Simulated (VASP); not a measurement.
# CsTl3 (Pm-3m) in VASP: notebook

CsTl3 is run at these levels: PBE; tasks: single point, relaxation of cell and atoms.

Everything below comes from runs of VASP 6.6.1. Logs are shortened: lines on timing, memory, paths and dates and some standing lists are left out, and cuts for length are marked.

## (1) The cell of the first run

The structure is cubic, space group Pm-3m (No. 221). Conventional cell: a = 5.229 Å, b = 5.229 Å, c = 5.229 Å, α = 90.00°, β = 90.00°, γ = 90.00°. Cs (site symmetry m-3m) has 12 Tl at 3.70 Å within 4.9 Å. Within 4.9 Å of Tl (site symmetry 4/mmm) lie 4 Cs at 3.70 Å and 8 Tl at 3.70 Å.

The cell was generated, and may not be a known phase.

## (2) Single point, PBE

File INCAR:

```
ALGO = Fast
EDIFF = 1E-7
ENCUT = 520
GGA = PE
ISIF = 2
ISMEAR = 0
LASPH = True
LCHARG = True
LELF = True
LREAL = False
LVHAR = True
LWAVE = False
NBANDS = 32
NELM = 80
PREC = Accurate
SIGMA = 0.1
```

File KPOINTS:

```
k-points
0
Gamma
  4 4 4
```

File POSCAR:

```
CsTl3
1.0
    5.2286131900      0.0000000000      0.0000000000
    0.0000000000      5.2286131900      0.0000000000
    0.0000000000      0.0000000000      5.2286131900
Cs Tl
1 3
Direct
    0.0000000000      0.0000000000      0.0000000000
    0.0000000000      0.5000000000      0.5000000000
    0.5000000000      0.0000000000      0.5000000000
    0.5000000000      0.5000000000      0.0000000000
```

Potentials or basis: VASP PAW PBE potentials, release 64 (Cs_sv, Tl_d).

Started as:

```bash
$ cat potpaw_PBE.64/Cs_sv/POTCAR potpaw_PBE.64/Tl_d/POTCAR > POTCAR
$ mpirun -np 1 vasp_std > vasp.out
```

OUTCAR:

```text
EDIFF = 1E-7
   ENCUT = 520
   GGA = PE
   ISIF = 2
   ISMEAR = 0
   LASPH = True
   LREAL = False
   NELM = 80
   PREC = Accurate

 ion  position               nearest neighbor table
   1  0.000  0.000  0.000-
   2  0.000  0.500  0.500-   3 3.70   4 3.70   4 3.70   3 3.70   3 3.70   4 3.70   4 3.70   3 3.70

   3  0.500  0.000  0.500-   2 3.70   4 3.70   4 3.70   2 3.70   4 3.70   4 3.70   2 3.70   2 3.70

   4  0.500  0.500  0.000-   2 3.70   3 3.70   2 3.70   3 3.70   3 3.70   3 3.70   2 3.70   2 3.70

  LATTYP: Found a simple cubic cell.
 ALAT       =     5.2286131900

  Lattice vectors:

 A1 = (   5.2286131900,   0.0000000000,   0.0000000000)
 A2 = (   0.0000000000,   5.2286131900,   0.0000000000)
 A3 = (   0.0000000000,   0.0000000000,   5.2286131900)

Analysis of symmetry for initial positions (statically):
=====================================================================
 Subroutine PRICEL returns:
 Original cell was already a primitive cell.

 Routine SETGRP: Setting up the symmetry group for a
 simple cubic supercell.

 Subroutine GETGRP returns: Found 48 space group operations
 (whereof 48 operations were pure point group operations)
 out of a pool of 48 trial point group operations.

The static configuration has the point symmetry O_h .

Analysis of symmetry for dynamics (positions and initial velocities):
=====================================================================
 Subroutine PRICEL returns:
 Original cell was already a primitive cell.

 Routine SETGRP: Setting up the symmetry group for a
 simple cubic supercell.

 Subroutine GETGRP returns: Found 48 space group operations
 (whereof 48 operations were pure point group operations)
 out of a pool of 48 trial point group operations.

The dynamic configuration has the point symmetry O_h .

 Subroutine INISYM returns: Found 48 space group operations
 (whereof 48 operations are pure point group operations),
 and found     1 'primitive' translations

----------------------------------------------------------------------------------------

                                     Primitive cell

  volume of cell :     142.9419

  direct lattice vectors                    reciprocal lattice vectors
     5.228613190  0.000000000  0.000000000     0.191255303  0.000000000  0.000000000
     0.000000000  5.228613190  0.000000000     0.000000000  0.191255303  0.000000000
     0.000000000  0.000000000  5.228613190     0.000000000  0.000000000  0.191255303

  length of vectors
     5.228613190  5.228613190  5.228613190     0.191255303  0.191255303  0.191255303

  position of ions in fractional coordinates (direct lattice)
     0.000000000  0.000000000  0.000000000
     0.000000000  0.500000000  0.500000000
     0.500000000  0.000000000  0.500000000
     0.500000000  0.500000000  0.000000000

  ion indices of the primitive-cell ions
   primitive index   ion index
                 1           1
                 2           2
                 3           3
                 4           4

----------------------------------------------------------------------------------------

 KPOINTS: k-points

Automatic generation of k-mesh.
 Grid dimensions read from file:
 generate k-points for:    4    4    4

 Generating k-lattice:

  Cartesian coordinates                     Fractional coordinates (reciprocal lattice)
     0.047813826  0.000000000  0.000000000     0.250000000  0.000000000  0.000000000
     0.000000000  0.047813826  0.000000000     0.000000000  0.250000000  0.000000000
     0.000000000  0.000000000  0.047813826     0.000000000  0.000000000  0.250000000

  Length of vectors
     0.047813826  0.047813826  0.047813826

  Shift w.r.t. Gamma in fractional coordinates (k-lattice)
     0.000000000  0.000000000  0.000000000

 Subroutine IBZKPT returns following result:
 ===========================================

 Found     10 irreducible k-points:

 Following reciprocal coordinates:
            Coordinates               Weight
  0.000000  0.000000  0.000000      1.000000
  0.250000  0.000000  0.000000      6.000000
  0.500000  0.000000  0.000000      3.000000
  0.250000  0.250000  0.000000     12.000000
  0.500000  0.250000  0.000000     12.000000
  0.500000  0.500000  0.000000      3.000000
  0.250000  0.250000  0.250000      8.000000
  0.500000  0.250000  0.250000     12.000000
  0.500000  0.500000  0.250000      6.000000
  0.500000  0.500000  0.500000      1.000000
   k-points           NKPTS =     10   k-points in BZ     NKDIM =     10   number of bands    NBANDS=     32
   number of dos      NEDOS =    301   number of ions     NIONS =      4
   total plane-waves  NPLWV =  64000
   dimension x,y,z NGX =    40 NGY =   40 NGZ =   40
   dimension x,y,z NGXF=    80 NGYF=   80 NGZF=   80
   ions per type =               1   3
   NGX,Y,Z   is equivalent  to a cutoff of  12.72, 12.72, 12.72 a.u.
   NGXF,Y,Z  is equivalent  to a cutoff of  25.44, 25.44, 25.44 a.u.
 SYSTEM =  unknown system
   PREC   = accura    normal or accurate (medium, high low for compatibility)
   ISTART =      0    job   : 0-new  1-cont  2-samecut
   ICHARG =      2    charge: 1-file 2-atom 10-const
   ISPIN  =      1    spin polarized calculation?
   LNONCOLLINEAR =      F non collinear calculations
   LSORBIT =      F    spin-orbit coupling
   LASPH  =      T    aspherical Exc in radial PAW
   ENCUT  =  520.0 eV  38.22 Ry    6.18 a.u.   9.72  9.72  9.72*2*pi/ulx,y,z
   NELM   =     80;   NELMIN=  2; NELMDL= -5     # of ELM steps
   EDIFF  = 0.1E-06   stopping-criterion for ELM
   LREAL  =      F    real-space projection
   EDIFFG = 0.1E-05   stopping-criterion for IOM
   NSW    =      0    number of steps for IOM
   IBRION =     -1    ionic relax: 0-MD 1-quasi-New 2-CG
   NFREE  =      0    steps in history (QN), initial steepest desc. (CG)
   ISIF   =      2    stress and relaxation
   ISYM   =      2    0-nonsym 1-usesym 2-fastsym
   POTIM  = 0.5000    time-step for ionic-motion
   TEBEG  =    0.0;   TEEND  =   0.0 temperature during run
   PSTRESS=    0.0 pullay stress
   NELECT =      48.0000    total number of electrons
   NUPDOWN=      -1.0000    fix difference up-down
   EMIN   =  10.00;   EMAX   =-10.00  energy-range for DOS
   EFERMI =   0.00;   METHOD = LEGACY
   ISMEAR =     0;   SIGMA  =   0.10  broadening in eV -4-tet -1-fermi 0-gaus
   EFERMI_NEDOS =   21; number of points for ismear=-14 and -15
   IALGO  =     68    algorithm
   IMIX   =      4    mixing-type and parameters
     AMIX     =   0.40;   BMIX     =  1.00
     AMIX_MAG =   1.60;   BMIX_MAG =  1.00
  volume/ion in A,a.u.               =      35.74       241.15
  Fermi-wavevector in a.u.,A,eV,Ry     =   1.137895  2.150309 17.616882  1.294804
  Thomas-Fermi vector in A             =   2.274599
   LORBIT       =      0    0 simple, 1 ext, 2 COOP (PROOUT), +10 PAW based schemes
   GGA     = PE    functional components
   LHFCALC =     F    Hartree Fock is set to
   AEXX    =    0.0000 exact exchange contribution
   IVDW    =     0    specifies the selected vdW correction
   LEPSILON=     F    determine dielectric tensor
   LRPA    =     F    only Hartree local field effects (RPA)
 non-spin polarized calculation
 RMM-DIIS sequential band-by-band and
 Gauss-broadening in eV      SIGMA  =   0.10
  energy-cutoff  :      520.00
  volume of cell :      142.94
 maximum number of plane-waves:      3900
 NGX is ok and might be reduce to    40
   NGX = 19   NGY = 19   NGZ = 19

 number of electron      47.9999984 magnetization

 Free energy of the ion-electron system (eV)
  ---------------------------------------------------
  ext. energy  EPLUGINS =         0.00000000
  ---------------------------------------------------
  free energy    TOTEN  =        -6.99835657 eV

  energy without entropy =       -6.97660297  energy(sigma->0) =       -6.98747977

 E-fermi :   4.6143     XC(G=0):  -9.1905

 val. band max:        4.4770711573   @ k =   0.2500   0.2500   0.0000
 cond. band min:       4.6363615397   @ k =   0.5000   0.2500   0.0000
 fundamental gap:      0.1592903824
 Fermi energy:         4.6142640723

 k-point     1 :       0.0000    0.0000    0.0000
  band No.  band energies     occupation
      1     -17.6183      2.00000
      2      -7.1617      2.00000
      3      -7.1617      2.00000
      4      -7.1617      2.00000
      5      -7.1074      2.00000
      6      -7.0918      2.00000
[... 24 lines left out ...]
     31       8.9507      0.00000
     32       9.0935      0.00000

 k-point     2 :       0.2500    0.0000    0.0000
  band No.  band energies     occupation
      1     -17.6139      2.00000
      2      -7.1472      2.00000
      3      -7.1208      2.00000
      4      -7.1208      2.00000
      5      -7.1019      2.00000
      6      -7.0683      2.00000
[... 24 lines left out ...]
     31       9.4126      0.00000
     32       9.7878      0.00000

 k-point     3 :       0.5000    0.0000    0.0000
  band No.  band energies     occupation
      1     -17.6096      2.00000
      2      -7.1297      2.00000
      3      -7.1114      2.00000
      4      -7.0805      2.00000
      5      -7.0805      2.00000
      6      -7.0201      2.00000
[... 24 lines left out ...]
     31       8.9966      0.00000
     32       9.2165      0.00000

 k-point     4 :       0.2500    0.2500    0.0000
  band No.  band energies     occupation
      1     -17.6102      2.00000
      2      -7.1348      2.00000
      3      -7.1065      2.00000
      4      -7.0766      2.00000
      5      -7.0718      2.00000
      6      -7.0648      2.00000
[... 164 lines left out ...]
     31       9.7296      0.00000
     32       9.9269      0.00000

 k-point     9 :       0.5000    0.5000    0.2500
  band No.  band energies     occupation
      1     -17.6016      2.00000
      2      -7.1235      2.00000
      3      -7.0630      2.00000
      4      -7.0630      2.00000
      5      -7.0315      2.00000
      6      -7.0225      2.00000
[... 24 lines left out ...]
     31       9.7579      0.00000
     32      10.6091      0.00000

 k-point    10 :       0.5000    0.5000    0.5000
  band No.  band energies     occupation
      1     -17.5998      2.00000
      2      -7.0975      2.00000
      3      -7.0604      2.00000
      4      -7.0604      2.00000
      5      -7.0604      2.00000
      6      -7.0590      2.00000
[... 24 lines left out ...]
     31      10.7374      0.00000
     32      10.8231      0.00000

------------------------ aborting loop because EDIFF is reached ----------------------------------------

  FORCE on cell =-STRESS in cart. coord.  units (eV):
  Direction    XX          YY          ZZ          XY          YZ          ZX
  --------------------------------------------------------------------------------------
  -------------------------------------------------------------------------------------
  Total        1.5626639      1.5626639      1.5626639     -0.0000000     -0.0000000      0.0000000
  in kB       17.5152612     17.5152612     17.5152612     -0.0000000     -0.0000000      0.0000000
  external PRESSURE =      17.5152612 kB  Pullay stress =       0.0000000 kB

 VOLUME and BASIS-vectors are now :
 -----------------------------------------------------------------------------
  energy-cutoff  :      520.00
  volume of cell :      142.94
      direct lattice vectors                 reciprocal lattice vectors
     5.228613190  0.000000000  0.000000000     0.191255303  0.000000000  0.000000000
     0.000000000  5.228613190  0.000000000     0.000000000  0.191255303  0.000000000
     0.000000000  0.000000000  5.228613190     0.000000000  0.000000000  0.191255303

 POSITION                                       TOTAL-FORCE (eV/Angst)
 -----------------------------------------------------------------------------------
      0.00000      0.00000      0.00000         0.000000      0.000000      0.000000
      0.00000      2.61431      2.61431         0.000000      0.000000      0.000000
      2.61431      0.00000      2.61431         0.000000      0.000000      0.000000
      2.61431      2.61431      0.00000         0.000000      0.000000      0.000000
 -----------------------------------------------------------------------------------
    total drift:                               -0.000000     -0.000000     -0.000000

  FREE ENERGIE OF THE ION-ELECTRON SYSTEM (eV)
  ---------------------------------------------------
  free  energy   TOTEN  =        -6.9983565681 eV

  energy  without entropy=       -6.9766029659  energy(sigma->0) =       -6.98747977
```

Wall time 88 s (1 thread of Intel Xeon 8259CL, shared host); peak memory 0.25 GiB.

Results:

```
Free energy            : -6.9984 eV
Pressure               : 1.8 GPa
Band gap on the k mesh : zero (bands 24 and 25 overlap by 0.90 eV)
```

Levels at points of the mesh, in eV from the Fermi level:
| k point | band 22 | band 23 | band 24 | band 25 | band 26 | band 27 |
| --- | --- | --- | --- | --- | --- | --- |
| (0.00, 0.00, 0.00) | -4.61 | -0.37 | -0.37 | -0.37 | 3.00 | 3.00 |
| (0.50, 0.00, 0.00) | -4.40 | -0.38 | -0.38 | 0.36 | 1.51 | 2.03 |
| (0.50, 0.50, 0.00) | -5.56 | -1.76 | 0.53 | 0.78 | 0.78 | 1.88 |
| (0.50, 0.50, 0.50) | -5.88 | -2.32 | -0.33 | -0.33 | -0.33 | 4.83 |

Caveat: spin-orbit coupling is left out, which moves the levels of the heavy elements.

## (3) Single point, PBE

This run uses another cell than the first one, of 39.51 Å³/atom.

File INCAR:

```
SYSTEM = CsTl3
ALGO = Fast ; EDIFF = 1E-6
ENCUT = 520 ; GGA = PE
ISIF = 2 ; ISMEAR = 0
LASPH = .True. ; LCHARG = .False.
LREAL = .False. ; LWAVE = .False.
NBANDS = 32 ; NELM = 60
PREC = Accurate ; SIGMA = 0.1
```

File KPOINTS:

```
k-points
0
Gamma
  10 10 10
  0 0 0
```

File POSCAR:

```
CsTl3
1.0
    5.4063995782      0.0000000000      0.0000000000
    0.0000000000      5.4063995782      0.0000000000
    0.0000000000      0.0000000000      5.4063995782
Cs Tl
1 3
Direct
    0.0000000000      0.0000000000      0.0000000000
    0.0000000000      0.5000000000      0.5000000000
    0.5000000000      0.0000000000      0.5000000000
    0.5000000000      0.5000000000      0.0000000000
```

Potentials or basis: VASP PAW PBE potentials, release 64 (Cs_sv, Tl_d).

Started as:

```bash
$ cat potpaw_PBE.64/Cs_sv/POTCAR potpaw_PBE.64/Tl_d/POTCAR > POTCAR
$ mpirun -np 1 vasp_std > vasp.out
```

Wall time 6.1 min (1 thread of Intel Xeon 8259CL, shared host); peak memory 0.4 GiB.

It converged, with:

- Free energy: -7.1137 eV
- Pressure: 0.0 GPa
- Band gap on the k mesh: zero (bands 24 and 25 overlap by 1.04 eV)

Levels at points of the mesh, in eV from the Fermi level:
```csv
k point,band 20,band 21,band 22,band 23,band 24,band 25,band 26,band 27,band 28,band 29
"(0.00, 0.00, 0.00)",-7.93,-4.79,-4.79,-0.35,-0.35,-0.35,2.78,2.78,2.78,3.51
"(0.50, 0.00, 0.00)",-6.55,-6.34,-4.63,-0.27,-0.27,0.41,1.13,1.81,1.81,2.19
"(0.50, 0.50, 0.00)",-6.30,-5.67,-5.67,-1.61,0.40,0.79,0.79,1.76,1.90,1.90
"(0.50, 0.50, 0.50)",-5.87,-5.87,-5.87,-2.04,-0.43,-0.43,-0.43,4.28,5.55,5.56
```

Caveat: spin-orbit coupling is left out, which moves the levels of the heavy elements.

## (4) Relaxation of cell and atoms, PBE

File INCAR:

```
PREC = Accurate
ENCUT = 600
EDIFF = 1E-6
ISMEAR = 0
SIGMA = 0.1
LREAL = False
LASPH = True
NELM = 100
ALGO = Fast
ISIF = 3
LWAVE = False
LCHARG = False
GGA = PE
IBRION = 2
NSW = 100
EDIFFG = -0.01
```

File KPOINTS:

```
Automatic mesh
0
Gamma
  10 10 10
```

File POSCAR:

```
CsTl3
1.0
    5.2286131900      0.0000000000      0.0000000000
    0.0000000000      5.2286131900      0.0000000000
    0.0000000000      0.0000000000      5.2286131900
Cs Tl
1 3
Direct
    0.0000000000      0.0000000000      0.0000000000
    0.0000000000      0.5000000000      0.5000000000
    0.5000000000      0.0000000000      0.5000000000
    0.5000000000      0.5000000000      0.0000000000
```

Started as:

```bash
$ cat potpaw_PBE.64/Cs_sv/POTCAR potpaw_PBE.64/Tl_d/POTCAR > POTCAR
$ mpirun -np 1 vasp_std > vasp.out
```

It took 21 min on 1 thread of Intel Xeon 8259CL, shared host; peak memory 0.44 GiB.

Results (log left out):

```
Free energy                           : -7.1109 eV
Relaxed volume                        : 39.54 Å³/atom
Relaxed cell                          : a = 5.408 Å, b = 5.408 Å, c = 5.408 Å, α = 90.00°, β = 90.00°, γ = 90.00°
Space group after relaxing (to 0.1 Å) : Pm-3m (No. 221)
Energy gained by relaxing             : 19.6 meV/atom
Ionic steps                           : 4
Pressure after relaxing               : 0.0 GPa
Band gap on the k mesh                : zero (bands 24 and 25 overlap by 1.04 eV)
```

Step by step:
| step | energy change (eV) | largest force (eV/Å) | pressure (GPa) | volume (Å³) |
| --- | --- | --- | --- | --- |
| 1 | 0.0000 | 0.0000 | 1.86 | 142.94 |
| 2 | -0.0665 | 0.0000 | 0.66 | 151.69 |
| 3 | -0.0765 | 0.0000 | -0.24 | 160.72 |
| 4 | -0.0786 | 0.0000 | -0.02 | 158.17 |

Final structure:
```
Cs Tl
1.0
     5.40809    0.00000    0.00000
     0.00000    5.40809    0.00000
     0.00000    0.00000    5.40809
Cs Tl
1 3
Cartesian
  0.0000 0.0000 0.0000
  0.0000 2.7040 2.7040
  2.7040 0.0000 2.7040
  2.7040 2.7040 0.0000
```

Levels at points of the mesh, in eV from the Fermi level:
| k point | band 22 | band 23 | band 24 | band 25 | band 26 | band 27 |
| --- | --- | --- | --- | --- | --- | --- |
| (0.00, 0.00, 0.00) | -4.79 | -0.35 | -0.35 | -0.35 | 2.77 | 2.77 |
| (0.50, 0.00, 0.00) | -4.63 | -0.27 | -0.27 | 0.42 | 1.13 | 1.81 |
| (0.50, 0.50, 0.00) | -5.67 | -1.61 | 0.40 | 0.79 | 0.79 | 1.76 |
| (0.50, 0.50, 0.50) | -5.87 | -2.04 | -0.43 | -0.43 | -0.43 | 4.28 |

Caveat: spin-orbit coupling is left out, which moves the levels of the heavy elements.

## (5) The runs side by side

| task | cell | k mesh | cutoff (eV) | gap on the mesh (eV) | pressure (GPa) |
| --- | --- | --- | --- | --- | --- |
| single point | a = 5.229 Å, 4 atoms | 4 × 4 × 4 | 520 | none | 1.8 |
| single point | a = 5.406 Å, 4 atoms | 10 × 10 × 10 | 520 | none | 0.0 |
| relaxation of cell and atoms | relaxed from a = 5.229 Å, 4 atoms | 10 × 10 × 10 | 600 | none | 0.0 |

Alike in all rows: level PBE; potentials or basis VASP PAW PBE potentials, release 64 (Cs_sv, Tl_d); no spin polarisation; smearing gaussian 0.1 eV.

Caveats: spin-orbit coupling is left out, which moves the levels of the heavy elements.

Absolute energies hang on the potentials; compare differences alone.

The gap in the log of VASP goes by the Fermi energy; the results here count the filled bands.